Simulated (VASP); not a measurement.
# MgI2 (C2) in VASP: single point with PBEsol

Aim: the single point of MgI2 with PBEsol.

Everything below comes from runs of VASP 6.6.1. Logs are shortened: lines on timing, memory, paths and dates and some standing lists are left out, and cuts for length are marked.

## (1) The cell of the first run

Symmetry: C2, No. 5, monoclinic system. Conventional cell: a = 6.864 Å, b = 3.969 Å, c = 6.758 Å, α = 90.00°, β = 91.33°, γ = 90.00°. Within 3.2 Å of Mg (site symmetry 2) lie 6 I at 2.46 to 3.17 Å. I (site symmetry 1) has 3 Mg at 2.46 to 3.17 Å within 3.2 Å.

## (2) Single point, PBEsol (strained and its atoms moved)

Contents of INCAR:

```
SYSTEM = MgI2
PREC = Accurate ; ENCUT = 520
EDIFF = 1E-7 ; ISMEAR = 0
SIGMA = 0.02 ; LREAL = .FALSE.
LASPH = .TRUE. ; NELM = 80
ALGO = Normal ; ISIF = 2
LWAVE = .FALSE. ; LCHARG = .FALSE.
GGA = PS ; NBANDS = 15
```

Contents of KPOINTS:

```
regular mesh
0
G
  6 6 4
  0 0 0
```

Contents of POSCAR:

```
MgI2
1.0
    3.9644990809     -0.0026999051      0.0404985762
   -1.9845877268      3.4374047772      0.0000030032
    0.0669045000      0.0386330600      6.7579034600
Mg I
1 2
Direct
    0.0000000000     -0.0847047449      0.0000000000
    0.3366228921      0.7106638185      0.7616671007
    0.6633771079      0.3740409264      0.2383328993
```

Potentials or basis: VASP PAW PBE potentials, release 64 (Mg, I).

Started as:

```sh
$ cat potpaw_PBE.64/Mg/POTCAR potpaw_PBE.64/I/POTCAR > POTCAR
$ mpirun -np 1 vasp_std > vasp.out
```

OUTCAR:

```text
SYSTEM = MgI2
   PREC = Accurate
   ENCUT = 520
   EDIFF = 1E-7
   ISMEAR = 0
   LREAL = .FALSE.
   LASPH = .TRUE.
   NELM = 80
   ISIF = 2
   GGA = PS

 ion  position               nearest neighbor table
   1  0.000  0.915  0.000-   3 2.46   2 2.46   2 2.86   3 2.86   2 3.17   3 3.17
   2  0.337  0.711  0.762-   1 2.46   1 2.86   1 3.17
   3  0.663  0.374  0.238-   1 2.46   1 2.86   1 3.17

  LATTYP: Found a base centered monoclinic cell.
 ALAT       =     6.8644908434
 B/A-ratio  =     0.5782182268
 C/A-ratio  =     0.9845369759
 COS(beta)  =    -0.0232297381

  Lattice vectors:

 A1 = (  -3.9644990809,   0.0026999051,  -0.0404985762)
 A2 = (  -1.9799113541,  -3.4347048721,  -0.0405015794)
 A3 = (   0.0669045000,   0.0386330600,   6.7579034600)

Analysis of symmetry for initial positions (statically):
=====================================================================
 Subroutine PRICEL returns:
 Original cell was already a primitive cell.

 Routine SETGRP: Setting up the symmetry group for a
 base centered monoclinic supercell.

 Subroutine GETGRP returns: Found  2 space group operations
 (whereof  2 operations were pure point group operations)
 out of a pool of  4 trial point group operations.

The static configuration has the point symmetry C_2 .

Analysis of symmetry for dynamics (positions and initial velocities):
=====================================================================
 Subroutine PRICEL returns:
 Original cell was already a primitive cell.

 Routine SETGRP: Setting up the symmetry group for a
 base centered monoclinic supercell.

 Subroutine GETGRP returns: Found  2 space group operations
 (whereof  2 operations were pure point group operations)
 out of a pool of  4 trial point group operations.

The dynamic configuration has the point symmetry C_2 .

 Subroutine INISYM returns: Found  2 space group operations
 (whereof  2 operations are pure point group operations),
 and found     1 'primitive' translations

----------------------------------------------------------------------------------------

                                     Primitive cell

  volume of cell :      92.0453

  direct lattice vectors                    reciprocal lattice vectors
     3.964499081 -0.002699905  0.040498576     0.252371938  0.145707094 -0.003331496
    -1.984587727  3.437404777  0.000003003     0.000215223  0.291041410 -0.001665934
     0.066904500  0.038633060  6.757903460    -0.001512408 -0.000873319  0.147994853

  length of vectors
     3.964706848  3.969173724  6.758345056     0.291433099  0.291046258  0.148005157

  position of ions in fractional coordinates (direct lattice)
     0.000000000  0.915295255  1.000000000
[... 91 lines left out ...]
   NELECT =      16.0000    total number of electrons
   NUPDOWN=      -1.0000    fix difference up-down
   EMIN   =  10.00;   EMAX   =-10.00  energy-range for DOS
   EFERMI =   0.00;   METHOD = LEGACY
   ISMEAR =     0;   SIGMA  =   0.02  broadening in eV -4-tet -1-fermi 0-gaus
   EFERMI_NEDOS =   21; number of points for ismear=-14 and -15
   IALGO  =     38    algorithm
   IMIX   =      4    mixing-type and parameters
     AMIX     =   0.40;   BMIX     =  1.00
     AMIX_MAG =   1.60;   BMIX_MAG =  1.00
  volume/ion in A,a.u.               =      30.68       207.05
  Fermi-wavevector in a.u.,A,eV,Ry     =   0.913652  1.726553 11.357607  0.834761
  Thomas-Fermi vector in A             =   2.038189
   LORBIT       =      0    0 simple, 1 ext, 2 COOP (PROOUT), +10 PAW based schemes
   GGA     = PS    functional components
   LHFCALC =     F    Hartree Fock is set to
   AEXX    =    0.0000 exact exchange contribution
   IVDW    =     0    specifies the selected vdW correction
   LEPSILON=     F    determine dielectric tensor
   LRPA    =     F    only Hartree local field effects (RPA)
 non-spin polarized calculation
 Gauss-broadening in eV      SIGMA  =   0.02
  energy-cutoff  :      520.00
  volume of cell :       92.05
 maximum number of plane-waves:      2502
 NGX is ok and might be reduce to    30
   NGX = 15   NGY = 15   NGZ = 25

 number of electron      16.0000000 magnetization

 Free energy of the ion-electron system (eV)
  ---------------------------------------------------
  ext. energy  EPLUGINS =         0.00000000
  ---------------------------------------------------
  free energy    TOTEN  =        -7.63095160 eV

  energy without entropy =       -7.63095160  energy(sigma->0) =       -7.63095160

 E-fermi :   3.4484     XC(G=0):  -8.7835

 val. band max:        3.3675657397   @ k =   0.0000   0.0000   0.0000
 cond. band min:       6.6742898168   @ k =   0.5000   0.0000   0.2500
 fundamental gap:      3.3067240771
 Fermi energy:         3.4483717326

 k-point     1 :       0.0000    0.0000    0.0000
  band No.  band energies     occupation
      1      -9.4786      2.00000
      2      -8.5683      2.00000
      3      -0.9041      2.00000
      4       2.5569      2.00000
      5       2.6380      2.00000
      6       3.1559      2.00000
      7       3.3427      2.00000
      8       3.3676      2.00000
      9       7.3626      0.00000
     10       7.9073      0.00000
     11      10.0899      0.00000
     12      10.2068      0.00000
     13      10.4623      0.00000
     14      11.4826      0.00000
[... 401 lines left out ...]
      2      -8.3890      2.00000
      3      -0.2190      2.00000
      4       0.4349      2.00000
      5       1.1339      2.00000
      6       1.7894      2.00000
      7       2.4909      2.00000
      8       2.7298      2.00000
      9       8.1670      0.00000
     10       8.9194      0.00000
     11       9.8323      0.00000
     12      10.2023      0.00000
     13      10.6905      0.00000
     14      11.1574      0.00000
     15      12.2065      0.00000

 [... further k-points ...]
[... 5 lines left out ...]
  --------------------------------------------------------------------------------------
  -------------------------------------------------------------------------------------
  Total        4.1431043      4.5864582      5.5316080     -0.3839642     -1.3938705     -2.4142706
  in kB       72.1165361     79.8337304     96.2853886     -6.6834355    -24.2622692    -42.0237633
  external PRESSURE =      82.7452184 kB  Pullay stress =       0.0000000 kB

 VOLUME and BASIS-vectors are now :
 -----------------------------------------------------------------------------
  energy-cutoff  :      520.00
  volume of cell :       92.05
      direct lattice vectors                 reciprocal lattice vectors
     3.964499081 -0.002699905  0.040498576     0.252371938  0.145707094 -0.003331496
    -1.984587727  3.437404777  0.000003003     0.000215223  0.291041410 -0.001665934
     0.066904500  0.038633060  6.757903460    -0.001512408 -0.000873319  0.147994853

 POSITION                                       TOTAL-FORCE (eV/Angst)
 -----------------------------------------------------------------------------------
     -1.81648      3.14624      0.00000        -1.345557      2.330571      0.000002
     -0.02487      2.47136      5.16091         1.421568     -0.732973     -1.637394
      1.90359      1.29315      1.63750        -0.076011     -1.597598      1.637392
 -----------------------------------------------------------------------------------
    total drift:                               -0.000017      0.000017      0.000007

  FREE ENERGIE OF THE ION-ELECTRON SYSTEM (eV)
  ---------------------------------------------------
  free  energy   TOTEN  =        -7.6309516035 eV

  energy  without entropy=       -7.6309516035  energy(sigma->0) =       -7.63095160
```

Run time: 49 s. Hardware: 1 thread of Intel Xeon Platinum 8488C (Sapphire Rapids), shared host; peak memory 0.23 GiB.

Results:

* Free energy: -7.6310 eV
* Pressure: 8.3 GPa
* Largest force: 2.691 eV/Å
* Band gap on the k mesh: 3.31 eV, indirect (least direct gap 3.91 eV)

Forces in eV/Å, atoms in the order of the input:
```
Mg  -1.346  2.331  0.000
I    1.422 -0.733 -1.637
I   -0.076 -1.598  1.637
```

Levels at points of the mesh, in eV from the valence-band top:
```csv
k point,band 4,band 5,band 6,band 7,band 8,band 9,band 10,band 11,band 12,band 13
"(0.00, 0.00, 0.00)",-0.81,-0.73,-0.21,-0.02,0.00,3.99,4.54,6.72,6.84,7.09
"(0.50, 0.00, 0.00)",-3.62,-2.43,-1.68,-1.27,-0.59,3.31,5.16,5.18,7.39,7.91
"(0.00, 0.50, 0.00)",-3.50,-2.42,-1.73,-1.32,-0.64,3.49,4.95,5.41,7.16,8.16
"(0.00, 0.00, 0.50)",-2.04,-0.69,-0.57,-0.11,-0.04,4.69,4.81,6.58,6.90,7.75
"(0.50, 0.00, 0.50)",-3.97,-1.64,-1.48,-1.25,-0.78,3.42,4.78,5.14,5.76,8.38
"(0.00, 0.50, 0.50)",-3.90,-1.69,-1.52,-1.18,-0.85,3.51,4.82,5.08,5.92,8.05
```

Caveat: the cell differs from its parent crystal (strained and its atoms moved); the PAW data sets were made with another functional, which shifts forces and pressure a little; spin-orbit coupling is left out, which moves the levels of the heavy elements; this functional lacks dispersion, which binds the layers, so the pressure and a relaxed spacing across them are unreliable. A k mesh can miss the band edges.
